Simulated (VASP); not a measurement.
A run of VASP 6.6.1 is set up as follows.

Contents of INCAR:

```
ALGO = Normal
EDIFF = 1E-6
ENCUT = 520
GGA = PS
ISIF = 2
ISMEAR = 0
LASPH = T
LCHARG = F
LREAL = F
LWAVE = F
NBANDS = 35
NELM = 100
PREC = Accurate
SIGMA = 0.05
```

Contents of KPOINTS:

```
k-points
0
Gamma
  9 9 2
```

File POSCAR:

```
WSe2
1.0
    3.2705808386      0.0000000000      0.0000000000
   -1.6352904193      2.8324060913      0.0000000000
    0.0000000000      0.0000000000     23.9869951139
W Se
2 4
Direct
    0.4974918236      0.3333333333      0.1722242248
    0.3333333333      0.6666666667      0.8623778584
    0.3333333333      0.6666666667      0.2073407565
    0.6666666667      0.3333333333      0.9321940382
    0.3333333333      0.6666666667      0.0678059618
    0.6666666667      0.3333333333      0.7926592435
```

Potentials or basis: VASP PAW PBE potentials, release 64 (W_sv, Se).

The run is started by

```sh
$ cat potpaw_PBE.64/W_sv/POTCAR potpaw_PBE.64/Se/POTCAR > POTCAR
$ mpirun -np 1 vasp_std > vasp.out
```

(1) Predict the largest force.

(2) Estimate the band gap on the k mesh.

Results:

(1) 51.324 eV/Å.

(2) zero (bands 26 and 27 overlap by 1.90 eV).

Caveat: the cell differs from its parent crystal (atom 1 (W) moved by -0.553 Å along [1 0 0] and +0.830 Å along [0 0 1]); atoms lie so close that the PAW spheres overlap strongly, which falsifies energies and pressures; there is no dipole correction, which matters where the two faces differ; the PAW data sets were made with another functional, which shifts forces and pressure a little; spin-orbit coupling is left out, which moves the levels of the heavy elements.
